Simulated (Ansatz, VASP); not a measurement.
# TiC in VASP and in Ansatz

INCAR

```
PREC = Accurate ; ENCUT = 520
EDIFF = 1E-6 ; ISMEAR = 0
SIGMA = 0.15 ; LREAL = False
LASPH = True ; NELM = 80
ALGO = Normal ; ISIF = 2
LWAVE = False ; LCHARG = False
GGA = PS ; NBANDS = 15
```

The input KPOINTS:

```
regular mesh
0
Gamma
  24 24 24
```

The input POSCAR:

```
TiC
1.0
    0.0000000000      2.0393512101      2.1466854843
    2.0393512101      0.0000000000      2.1466854843
    2.0393512101      2.0393512101      0.0000000000
Ti C
1 1
Direct
    0.0000000000      0.0000000000      0.0000000000
    0.5000000000      0.5000000000      0.5000000000
```

Input for Ansatz:

```yaml
crystal:
  lattice:
    - [0.0, 2.0393512101, 2.1466854843]
    - [2.0393512101, 0.0, 2.1466854843]
    - [2.0393512101, 2.0393512101, 0.0]
  atoms:
    - { symbol: Ti, position: [0.0, 0.0, 0.0] }
    - { symbol: C, position: [0.5, 0.5, 0.5] }
basis:
  ecutwfc: 420
kpoints:
  mp_grid: { grid: [24, 24, 24] }
hamiltonian:
  xc: pbesol
scf:
  occupations: { method: gaussian, width: 0.15 }
output:
  forces: true
  stress: true
  eigenvalues: true
```

Change from the starting cell: strain -0.050 along x and y, +0.000 along z, atoms carried along.

Alike in both runs: task single point; functional PBEsol; k mesh 24 × 24 × 24; occupations gaussian, width 0.15 eV; no spin polarisation.

|  | VASP | Ansatz |
| --- | --- | --- |
| version | VASP 6.6.1 | Ansatz 0.2.0 |
| potentials or method | VASP PAW PBE potentials, release 64 (Ti_sv, C), cutoff 520 eV | scalar-relativistic, plane waves, PAW |
| valence electrons in the cell | 16 | 16 |

Ansatz gave:

* gap on the k mesh at the Fermi level (eV): none
* pressure (GPa): 35.2
* traceless stress, the component that is largest in VASP (GPa): -21.34

Question: Estimate VASP's values.

Answer: gap on the k mesh at the Fermi level (eV): none; pressure (GPa): 35.3; traceless stress, the component that is largest in VASP (GPa): -21.34.

VASP's potentials were made for PBE, not for PBEsol. A gap of «none» marks a metal or a gap that the smearing closes. Both programs put the cell under a high pressure, so it lies far from rest at this level. With one functional, cell and mesh, what is left measures potentials, basis and numerics.
